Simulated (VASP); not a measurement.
TlReSi: single point with PBE

Crystal: TlReSi.

```
Re Si Tl
1.0
     3.45181    0.00000    0.00000
     0.00000    3.45181    0.00000
     0.00000    0.00000    8.70355
Re Si Tl
2 2 2
Direct
  0.75000 0.75000 0.73063
  0.25000 0.25000 0.26937
  0.25000 0.25000 0.91460
  0.75000 0.75000 0.08540
  0.75000 0.75000 0.41520
  0.25000 0.25000 0.58480
```

| Quantity | Value |
| --- | --- |
| Program | VASP 6.6.1 |
| Task | single point |
| Functional | PBE |
| Potentials or basis | VASP PAW PBE potentials, release 64 (Re, Si, Tl_d) |
| Cutoff | 520 eV |
| k mesh | 10 × 10 × 4 |
| Occupations | fermi-dirac, width 0.1 eV |
| Spin | no spin polarisation |
| Dipole correction | no |
| Further INCAR settings | ALGO = Normal; EDIFF = 1e-07; NBANDS = 33 |

- Pressure: 7.1 GPa
- Largest force: 6.504 eV/Å
- Band gap on the k mesh: zero (band 24 reaches 9.17 eV, above the bottom of band 25 at 8.91 eV)

Forces in eV/Å, atoms in the order of the input:
```
Re   0.000  0.000  6.504
Re   0.000  0.000 -6.504
Si   0.000  0.000 -0.636
Si   0.000  0.000  0.636
Tl   0.000  0.000 -1.276
Tl   0.000  0.000  1.276
```

Stress tensor (GPa, compression positive):
```
7.97 0.00 0.00
0.00 7.97 0.00
0.00 0.00 5.44
```

Levels at points of the mesh, in eV from the Fermi level:
| k point | band 22 | band 23 | band 24 | band 25 | band 26 | band 27 |
| --- | --- | --- | --- | --- | --- | --- |
| (0.00, 0.00, 0.00) | -0.80 | 0.09 | 0.11 | 0.27 | 0.27 | 1.87 |
| (0.50, 0.00, 0.00) | -1.56 | -0.29 | -0.29 | 1.05 | 1.05 | 1.69 |
| (0.50, 0.50, 0.00) | -2.58 | 0.04 | 0.04 | 1.10 | 1.10 | 1.83 |
| (0.00, 0.00, 0.50) | -0.08 | 0.09 | 0.11 | 0.77 | 0.98 | 1.49 |
| (0.50, 0.00, 0.50) | -1.71 | -0.22 | -0.22 | 1.06 | 1.06 | 1.52 |
| (0.50, 0.50, 0.50) | -1.47 | -0.78 | -0.78 | -0.15 | -0.15 | 1.10 |

Wall time 3.6 min on 1 thread of Intel(R) Xeon(R) Platinum 8375C CPU @ 2.90GHz (Ice Lake), on a shared host, peak memory 0.36 GiB.

Caveat: spin-orbit coupling is left out, which moves the levels of the heavy elements; forces of over 1 eV/Å act on the atoms, so gaps and moduli don't describe the material at rest.
